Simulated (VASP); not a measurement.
A run of VASP 6.6.1:

INCAR

```
PREC = Accurate
ENCUT = 600
EDIFF = 1E-6
ISMEAR = 0
SIGMA = 0.1
LREAL = F
LASPH = T
NELM = 100
ALGO = Normal
ISIF = 3
LWAVE = F
LCHARG = F
GGA = PE
IBRION = 2
NSW = 100
EDIFFG = -0.01
```

The input KPOINTS:

```
regular mesh
0
Gamma
  15 15 15
```

File POSCAR:

```
Ru2S
1.0
    1.8253356224      1.0538580129      3.7383086135
   -1.8253356224      1.0538580129      3.7383086135
    0.0000000000     -2.1077160259      3.7383086135
Ru S
2 1
Direct
    0.7483709211      0.7483709211      0.7483709211
    0.2516290789      0.2516290789      0.2516290789
    0.0000000000      0.0000000000      0.0000000000
```

Potentials or basis: VASP PAW PBE potentials, release 64 (Ru_pv, S).

Launch:

```bash
$ cat potpaw_PBE.64/Ru_pv/POTCAR potpaw_PBE.64/S/POTCAR > POTCAR
$ mpirun -np 1 vasp_std > vasp.out
```

Hardware: 1 thread of Intel(R) Xeon(R) Platinum 8488C (Sapphire Rapids), with other jobs on the host.

Question: How long does it take, and how much memory?

Answer: Wall time 52 min on 1 thread of Intel(R) Xeon(R) Platinum 8488C (Sapphire Rapids) (shared host), peak memory 0.47 GiB. Counts: scf iterations 89, k points 344, ion steps 17.
